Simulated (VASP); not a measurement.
# ZrTi3N4 (Pm-3m) in VASP: a series of runs

The runs below take ZrTi3N4 through relaxation of cell and atoms, with PBE.

Everything below comes from runs of VASP 6.6.1. Logs are shortened: lines on timing, memory, paths and dates and some standing lists are left out, and cuts for length are marked.

### 1 The cell of the first run

The structure is cubic, space group Pm-3m (No. 221). The conventional cell has a = 4.356 Å, b = 4.356 Å, c = 4.356 Å, α = 90.00°, β = 90.00°, γ = 90.00°. Within 2.9 Å of Zr (site symmetry m-3m) lie 6 N at 2.18 Å. Within 2.9 Å of Ti (site symmetry 4/mmm) lie 6 N at 2.18 Å. N (site symmetry 4/mmm) has 2 Zr at 2.18 Å and 4 Ti at 2.18 Å within 2.9 Å. N (site symmetry m-3m) has 6 Ti at 2.18 Å within 2.9 Å.

### 2 Relaxation of cell and atoms, PBE

INCAR

```
SYSTEM = ZrTi3N4
ALGO = Normal
EDIFF = 1E-7
EDIFFG = -0.01
ENCUT = 600
GGA = PE
IBRION = 2
ISIF = 3
ISMEAR = 0
LASPH = .TRUE.
LCHARG = .FALSE.
LREAL = .FALSE.
LWAVE = .FALSE.
NELM = 80
NSW = 100
PREC = Accurate
SIGMA = 0.1
```

KPOINTS

```
k-points
0
G
  10 10 10
  0 0 0
```

POSCAR

```
ZrTi3N4
1.0
    4.3558851891      0.0000000000      0.0000000000
    0.0000000000      4.3558851891      0.0000000000
    0.0000000000      0.0000000000      4.3558851891
Zr Ti N
1 3 4
Direct
    0.0000000000      0.0000000000      0.0000000000
    0.5000000000      0.5000000000      0.0000000000
    0.0000000000      0.5000000000      0.5000000000
    0.5000000000      0.0000000000      0.5000000000
    0.0000000000      0.0000000000      0.5000000000
    0.5000000000      0.0000000000      0.0000000000
    0.0000000000      0.5000000000      0.0000000000
    0.5000000000      0.5000000000      0.5000000000
```

Potentials or basis: VASP PAW PBE potentials, release 64 (Zr_sv, Ti_sv, N).

Launch:

```
$ cat potpaw_PBE.64/Zr_sv/POTCAR potpaw_PBE.64/Ti_sv/POTCAR potpaw_PBE.64/N/POTCAR > POTCAR
$ mpirun -np 1 vasp_std > vasp.out
```

OUTCAR:

```text
SYSTEM = ZrTi3N4
   EDIFF = 1E-7
   EDIFFG = -0.01
   ENCUT = 600
   GGA = PE
   IBRION = 2
   ISIF = 3
   ISMEAR = 0
   LASPH = .TRUE.
   LREAL = .FALSE.
   NELM = 80
   NSW = 100
   PREC = Accurate

 ion  position               nearest neighbor table
   1  0.000  0.000  0.000-   5 2.18   6 2.18   7 2.18   5 2.18   7 2.18   6 2.18   3 3.08   4 3.08
                             2 3.08   2 3.08   3 3.08   3 3.08   3 3.08   2 3.08   4 3.08   4 3.08
   2  0.500  0.500  0.000-   6 2.18   7 2.18   8 2.18   8 2.18   6 2.18   7 2.18   1 3.08   1 3.08
                             1 3.08   1 3.08
   3  0.000  0.500  0.500-   5 2.18   7 2.18   8 2.18   7 2.18   5 2.18   8 2.18   1 3.08   1 3.08
                             1 3.08   1 3.08
   4  0.500  0.000  0.500-   5 2.18   6 2.18   8 2.18   6 2.18   8 2.18   5 2.18   1 3.08   1 3.08
                             1 3.08   1 3.08
   5  0.000  0.000  0.500-   1 2.18   3 2.18   4 2.18   1 2.18   3 2.18   4 2.18
   6  0.500  0.000  0.000-   1 2.18   2 2.18   4 2.18   4 2.18   2 2.18   1 2.18
   7  0.000  0.500  0.000-   1 2.18   2 2.18   3 2.18   3 2.18   1 2.18   2 2.18
   8  0.500  0.500  0.500-   2 2.18   3 2.18   4 2.18   2 2.18   4 2.18   3 2.18

  LATTYP: Found a simple cubic cell.
 ALAT       =     4.3558851891

  Lattice vectors:

 A1 = (   4.3558851891,   0.0000000000,   0.0000000000)
 A2 = (   0.0000000000,   4.3558851891,   0.0000000000)
 A3 = (   0.0000000000,   0.0000000000,   4.3558851891)

Analysis of symmetry for initial positions (statically):
=====================================================================
 Subroutine PRICEL returns:
 Original cell was already a primitive cell.

 Routine SETGRP: Setting up the symmetry group for a
 simple cubic supercell.

 Subroutine GETGRP returns: Found 48 space group operations
 (whereof 48 operations were pure point group operations)
 out of a pool of 48 trial point group operations.

The static configuration has the point symmetry O_h .

Analysis of symmetry for dynamics (positions and initial velocities):
=====================================================================
 Subroutine PRICEL returns:
 Original cell was already a primitive cell.

 Routine SETGRP: Setting up the symmetry group for a
 simple cubic supercell.

 Subroutine GETGRP returns: Found 48 space group operations
 (whereof 48 operations were pure point group operations)
 out of a pool of 48 trial point group operations.

The dynamic configuration has the point symmetry O_h .

 Subroutine INISYM returns: Found 48 space group operations
 (whereof 48 operations are pure point group operations),
 and found     1 'primitive' translations

----------------------------------------------------------------------------------------

                                     Primitive cell

  volume of cell :      82.6474

  direct lattice vectors                    reciprocal lattice vectors
     4.355885189  0.000000000  0.000000000     0.229574462  0.000000000  0.000000000
     0.000000000  4.355885189  0.000000000     0.000000000  0.229574462  0.000000000
     0.000000000  0.000000000  4.355885189     0.000000000  0.000000000  0.229574462

  length of vectors
     4.355885189  4.355885189  4.355885189     0.229574462  0.229574462  0.229574462

  position of ions in fractional coordinates (direct lattice)
     0.000000000  0.000000000  0.000000000
     0.500000000  0.500000000  0.000000000
     0.000000000  0.500000000  0.500000000
     0.500000000  0.000000000  0.500000000
     0.000000000  0.000000000  0.500000000
     0.500000000  0.000000000  0.000000000
     0.000000000  0.500000000  0.000000000
     0.500000000  0.500000000  0.500000000

  ion indices of the primitive-cell ions
   primitive index   ion index
                 1           1
                 2           2
                 3           3
                 4           4
                 5           5
                 6           6
                 7           7
                 8           8

----------------------------------------------------------------------------------------

 KPOINTS: k-points

Automatic generation of k-mesh.
 Grid dimensions read from file:
 generate k-points for:   10   10   10

 Generating k-lattice:

  Cartesian coordinates                     Fractional coordinates (reciprocal lattice)
     0.022957446  0.000000000  0.000000000     0.100000000  0.000000000  0.000000000
     0.000000000  0.022957446  0.000000000     0.000000000  0.100000000  0.000000000
     0.000000000  0.000000000  0.022957446     0.000000000  0.000000000  0.100000000

  Length of vectors
     0.022957446  0.022957446  0.022957446

  Shift w.r.t. Gamma in fractional coordinates (k-lattice)
     0.000000000  0.000000000  0.000000000

 Subroutine IBZKPT returns following result:
 ===========================================

 Found     56 irreducible k-points:

 Following reciprocal coordinates:
            Coordinates               Weight
  0.000000  0.000000  0.000000      1.000000
  0.100000  0.000000  0.000000      6.000000
  0.200000  0.000000  0.000000      6.000000
  0.300000  0.000000  0.000000      6.000000
  0.400000  0.000000  0.000000      6.000000
  0.500000  0.000000  0.000000      3.000000
[... 16 lines left out ...]
  0.200000  0.100000  0.100000     24.000000
  0.300000  0.100000  0.100000     24.000000
 [... further k-points ...]
   k-points           NKPTS =     56   k-points in BZ     NKDIM =     56   number of bands    NBANDS=     40
   number of dos      NEDOS =    301   number of ions     NIONS =      8
   total plane-waves  NPLWV =  46656
   dimension x,y,z NGX =    36 NGY =   36 NGZ =   36
   dimension x,y,z NGXF=    72 NGYF=   72 NGZF=   72
   ions per type =               1   3   4
   NGX,Y,Z   is equivalent  to a cutoff of  13.74, 13.74, 13.74 a.u.
   NGXF,Y,Z  is equivalent  to a cutoff of  27.48, 27.48, 27.48 a.u.
 SYSTEM =  ZrTi3N4
   PREC   = accura    normal or accurate (medium, high low for compatibility)
   ISTART =      0    job   : 0-new  1-cont  2-samecut
   ICHARG =      2    charge: 1-file 2-atom 10-const
   ISPIN  =      1    spin polarized calculation?
   LNONCOLLINEAR =      F non collinear calculations
   LSORBIT =      F    spin-orbit coupling
   LASPH  =      T    aspherical Exc in radial PAW
   ENCUT  =  600.0 eV  44.10 Ry    6.64 a.u.   8.70  8.70  8.70*2*pi/ulx,y,z
   NELM   =     80;   NELMIN=  2; NELMDL= -5     # of ELM steps
   EDIFF  = 0.1E-06   stopping-criterion for ELM
   LREAL  =      F    real-space projection
   EDIFFG = -.1E-01   stopping-criterion for IOM
   NSW    =    100    number of steps for IOM
   IBRION =      2    ionic relax: 0-MD 1-quasi-New 2-CG
   NFREE  =      1    steps in history (QN), initial steepest desc. (CG)
   ISIF   =      3    stress and relaxation
   ISYM   =      2    0-nonsym 1-usesym 2-fastsym
   POTIM  = 0.5000    time-step for ionic-motion
   TEBEG  =    0.0;   TEEND  =   0.0 temperature during run
   PSTRESS=    0.0 pullay stress
   NELECT =      68.0000    total number of electrons
   NUPDOWN=      -1.0000    fix difference up-down
   EMIN   =  10.00;   EMAX   =-10.00  energy-range for DOS
   EFERMI =   0.00;   METHOD = LEGACY
   ISMEAR =     0;   SIGMA  =   0.10  broadening in eV -4-tet -1-fermi 0-gaus
   EFERMI_NEDOS =   21; number of points for ismear=-14 and -15
   IALGO  =     38    algorithm
   IMIX   =      4    mixing-type and parameters
     AMIX     =   0.40;   BMIX     =  1.00
     AMIX_MAG =   1.60;   BMIX_MAG =  1.00
  volume/ion in A,a.u.               =      10.33        69.72
  Fermi-wavevector in a.u.,A,eV,Ry     =   1.534033  2.898902 32.018010  2.353257
  Thomas-Fermi vector in A             =   2.641017
   LORBIT       =      0    0 simple, 1 ext, 2 COOP (PROOUT), +10 PAW based schemes
   GGA     = PE    functional components
   LHFCALC =     F    Hartree Fock is set to
   AEXX    =    0.0000 exact exchange contribution
   IVDW    =     0    specifies the selected vdW correction
   LEPSILON=     F    determine dielectric tensor
   LRPA    =     F    only Hartree local field effects (RPA)
 conjugate gradient relaxation of ions
 non-spin polarized calculation
 Gauss-broadening in eV      SIGMA  =   0.10
  energy-cutoff  :      600.00
  volume of cell :       82.65
 maximum number of plane-waves:      2800
 NGX is ok and might be reduce to    36
   NGX = 17   NGY = 17   NGZ = 17

--------------------------------------- Ionic step        1  -------------------------------------------

 number of electron      68.0000013 magnetization

 Free energy of the ion-electron system (eV)
  ---------------------------------------------------
  ext. energy  EPLUGINS =         0.00000000
  ---------------------------------------------------
  free energy    TOTEN  =       -78.79246389 eV

  energy without entropy =      -78.77451569  energy(sigma->0) =      -78.78348979

------------------------ aborting loop because EDIFF is reached ----------------------------------------

  FORCE on cell =-STRESS in cart. coord.  units (eV):
  Direction    XX          YY          ZZ          XY          YZ          ZX
  --------------------------------------------------------------------------------------
  -------------------------------------------------------------------------------------
  Total        0.1674765      0.1674765      0.1674765      0.0000000      0.0000000     -0.0000000
  in kB        3.2466487      3.2466487      3.2466487      0.0000000      0.0000000     -0.0000000
  external PRESSURE =       3.2466487 kB  Pullay stress =       0.0000000 kB
[... 69 lines left out ...]
  energy  without entropy=      -78.7743408002  energy(sigma->0) =      -78.78334677

--------------------------------------- Ionic step        3  -------------------------------------------

 number of electron      68.0000013 magnetization

 Free energy of the ion-electron system (eV)
  ---------------------------------------------------
  ext. energy  EPLUGINS =         0.00000000
  ---------------------------------------------------
  free energy    TOTEN  =       -78.79256863 eV

  energy without entropy =      -78.77459432  energy(sigma->0) =      -78.78358147

 E-fermi :  11.3626     XC(G=0): -12.7655

 val. band max:       11.3458077215   @ k =   0.3000   0.2000   0.2000
 cond. band min:      11.3853998700   @ k =   0.2000   0.2000   0.1000
 fundamental gap:      0.0395921486
 Fermi energy:        11.3626055482

 k-point     1 :       0.0000    0.0000    0.0000
  band No.  band energies     occupation
      1     -46.5967      2.00000
      2     -46.5288      2.00000
      3     -46.5288      2.00000
      4     -37.6457      2.00000
      5     -23.0023      2.00000
      6     -23.0023      2.00000
[... 1021 lines left out ...]
     39      12.7621      0.00000
     40      13.0259      0.00000

 [... further k-points ...]
[... 5 lines left out ...]
  --------------------------------------------------------------------------------------
  -------------------------------------------------------------------------------------
  Total       -0.0006293     -0.0006293     -0.0006293      0.0000000     -0.0000000      0.0000000
  in kB       -0.0121838     -0.0121838     -0.0121838      0.0000000     -0.0000000      0.0000000
  external PRESSURE =      -0.0121838 kB  Pullay stress =       0.0000000 kB
[... 23 lines left out ...]
  FREE ENERGIE OF THE ION-ELECTRON SYSTEM (eV)
  ---------------------------------------------------
  free  energy   TOTEN  =       -78.7925686261 eV

  energy  without entropy=      -78.7745943211  energy(sigma->0) =      -78.78358147

 reached required accuracy - stopping structural energy minimisation
```

It took 6.3 min on 1 thread of Intel Xeon Platinum 8559C (Emerald Rapids), shared host; peak memory 0.35 GiB.

What came out:

```yaml
Free_energy: -78.7926 eV
Relaxed_volume: 10.34 Å³/atom
Relaxed_cell: a = 4.358 Å, b = 4.358 Å, c = 4.358 Å, α = 90.00°, β = 90.00°, γ = 90.00°
Space_group_after_relaxing_to_0.05_Å: Pm-3m (No. 221)
Energy_gained_by_relaxing: 0.0 meV/atom
Ionic_steps: 3
Pressure_after_relaxing: 0.0 GPa
Band_gap_on_the_k_mesh: zero (band 34 reaches 12.78 eV, above the bottom of band 35 at 9.05 eV)
```

The path:
| step | energy change (eV) | largest force (eV/Å) | pressure (GPa) | volume (Å³) |
| --- | --- | --- | --- | --- |
| 1 | 0.0000 | 0.0000 | 0.32 | 82.65 |
| 2 | 0.0001 | 0.0000 | -0.47 | 82.90 |
| 3 | -0.0001 | 0.0000 | 0.00 | 82.75 |

Final structure:
```yaml
crystal:
  lattice:
    - [4.35769, 0.00000, 0.00000]
    - [0.00000, 4.35769, 0.00000]
    - [0.00000, 0.00000, 4.35769]
  atoms:
    - { symbol: Zr, position: [0.00000, 0.00000, 0.00000] }
    - { symbol: Ti, position: [0.50000, 0.50000, 0.00000] }
    - { symbol: Ti, position: [0.00000, 0.50000, 0.50000] }
    - { symbol: Ti, position: [0.50000, 0.00000, 0.50000] }
    - { symbol: N, position: [0.00000, 0.00000, 0.50000] }
    - { symbol: N, position: [0.50000, 0.00000, 0.00000] }
    - { symbol: N, position: [0.00000, 0.50000, 0.00000] }
    - { symbol: N, position: [0.50000, 0.50000, 0.50000] }
```

### 3 Relaxation of cell and atoms, PBE, collinear spin, ferromagnetic start

This run uses another cell than the first one, of 12.61 Å³/atom, 1.220 times its volume.

INCAR

```
  ALGO = Normal
  EDIFF = 1E-6
  EDIFFG = -0.04
  ENCUT = 600
  GGA = PE
  IBRION = 2
  ISIF = 3
  ISMEAR = 0
  ISPIN = 2
  LASPH = T
  LCHARG = F
  LMAXMIX = 4
  LORBIT = 11
  LREAL = F
  LWAVE = F
  MAGMOM = 0 1 1 1 0 0 0 0
  NELM = 150
  NSW = 90
  PREC = Accurate
  SIGMA = 0.1
```

KPOINTS

```
k-points
0
Gamma
  4 4 4
```

POSCAR, as its differences from that of step 2:

```diff
@@ -2,5 +2,5 @@
 1.0
-    4.3558851891      0.0000000000      0.0000000000
-    0.0000000000      4.3558851891      0.0000000000
-    0.0000000000      0.0000000000      4.3558851891
+    4.6546560300      0.0000000000      0.0000000000
+    0.0000000000      4.6546560300      0.0000000000
+    0.0000000000      0.0000000000      4.6546560300
 Zr Ti N
```

Potentials or basis: VASP PAW PBE potentials, release 64 (Zr_sv, Ti_sv, N).

Launch:

```
$ cat potpaw_PBE.64/Zr_sv/POTCAR potpaw_PBE.64/Ti_sv/POTCAR potpaw_PBE.64/N/POTCAR > POTCAR
$ mpirun -np 1 vasp_std > vasp.out
```

Wall time 6.9 min (1 thread of Intel Xeon Platinum 8559C (Emerald Rapids), shared host); peak memory 0.33 GiB.

The run converged. Its results:

| Item | Value |
| --- | --- |
| Free energy | -78.8489 eV |
| Relaxed volume | 10.32 Å³/atom |
| Relaxed cell | a = 4.355 Å, b = 4.355 Å, c = 4.355 Å, α = 90.00°, β = 90.00°, γ = 90.00° |
| Space group after relaxing (to 0.05 Å) | Pm-3m (No. 221) |
| Energy gained by relaxing | 288.3 meV/atom |
| Ionic steps | 5 |
| Pressure after relaxing | 0.4 GPa |
| Band gap on the k mesh | zero (filled and empty bands overlap) |
| Net moment | 0.00 μB per cell |
| Valence electrons inside the program's atomic spheres | Zr 10.03; Ti 10.28; N 3.73, 3.68 |

The path:
```tsv
step	energy change (eV)	largest force (eV/Å)	pressure (GPa)	volume (Å³)
1	0.0000	0.0000	-34.20	100.85
2	1.5580	0.0000	92.00	66.45
3	-2.3000	0.0000	-2.53	83.54
4	-2.3061	0.0000	-0.65	82.92
5	-2.3063	0.0000	0.43	82.59
```

Final structure:
```cif
data_structure
_symmetry_space_group_name_H-M 'P 1'
_symmetry_Int_Tables_number 1
_cell_length_a 4.3549
_cell_length_b 4.3549
_cell_length_c 4.3549
_cell_angle_alpha 90.000
_cell_angle_beta 90.000
_cell_angle_gamma 90.000
_cell_volume 82.59
loop_
_atom_site_label
_atom_site_type_symbol
_atom_site_fract_x
_atom_site_fract_y
_atom_site_fract_z
_atom_site_occupancy
Zr1 Zr 0.00000 0.00000 0.00000 1
Ti1 Ti 0.50000 0.50000 0.00000 1
Ti2 Ti 0.00000 0.50000 0.50000 1
Ti3 Ti 0.50000 0.00000 0.50000 1
N1 N 0.00000 0.00000 0.50000 1
N2 N 0.50000 0.00000 0.00000 1
N3 N 0.00000 0.50000 0.00000 1
N4 N 0.50000 0.50000 0.50000 1
```

Levels at points of the mesh, in eV from the Fermi level:
Spin up:
| k point | band 32 | band 33 | band 34 | band 35 | band 36 | band 37 |
| --- | --- | --- | --- | --- | --- | --- |
| (0.00, 0.00, 0.00) | -2.66 | -2.02 | -2.02 | -2.02 | -0.43 | -0.43 |
| (0.50, 0.00, 0.00) | -2.94 | -1.92 | -1.75 | 0.80 | 0.80 | 1.12 |
| (0.50, 0.50, 0.00) | -3.99 | 0.79 | 0.90 | 1.18 | 1.18 | 1.39 |
| (0.50, 0.50, 0.50) | -5.08 | 1.57 | 1.57 | 1.57 | 1.59 | 1.59 |
Spin down:
```
           k point  band 31  band 32  band 33  band 34  band 35  band 36  band 37  band 38
(0.00, 0.00, 0.00)    -2.66    -2.66    -2.02    -2.02    -2.02    -0.43    -0.43    -0.43
(0.50, 0.00, 0.00)    -2.94    -2.94    -1.92    -1.75     0.80     0.80     1.12     1.12
(0.50, 0.50, 0.00)    -4.70    -3.99     0.79     0.90     1.18     1.18     1.39     1.57
(0.50, 0.50, 0.50)    -5.08    -5.08     1.57     1.57     1.57     1.59     1.59     1.92
```

Caveat: the volume moved by over 15 % at a fixed basis, so the end points are rough.
